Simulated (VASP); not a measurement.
## Al: single point with r2SCAN

Crystal: Al.

```xyz
1
Lattice="0.0000 1.9860 1.9860 1.9860 0.0000 1.9860 1.9860 1.9860 0.0000" Properties=species:S:1:pos:R:3 pbc="T T T"
Al    0.0000    0.0000    0.0000
```

```json
{
 "Program": "VASP 6.6.1",
 "Task": "single point",
 "Functional": "r2SCAN",
 "Potentials or basis": "VASP PAW PBE potentials, release 64 (Al)",
 "Cutoff": "550 eV",
 "k mesh": "14 × 14 × 14",
 "Occupations": "fermi-dirac, width 0.1 eV",
 "Spin": "no spin polarisation"
}
```

| Item | Value |
| --- | --- |
| Pressure | 1.0 GPa |

Levels at points of the mesh, in eV from the Fermi level:
| k point | band 1 | band 2 | band 3 | band 4 | band 5 | band 6 |
| --- | --- | --- | --- | --- | --- | --- |
| (0.00, 0.00, 0.00) | -12.19 | 13.64 | 13.64 | 13.64 | 15.97 | 15.97 |
| (0.50, 0.00, 0.00) | -5.20 | -4.59 | 12.35 | 12.35 | 12.93 | 12.93 |
| (0.50, 0.50, 0.00) | -3.27 | -1.66 | 5.49 | 6.28 | 6.28 | 10.47 |

Wall time 15 s on 1 thread of Intel(R) Xeon(R) 6975P-C (Granite Rapids), on a shared host, peak memory 0.13 GiB.

Caveat: the PAW data sets were made with another functional, which shifts forces and pressure a little.
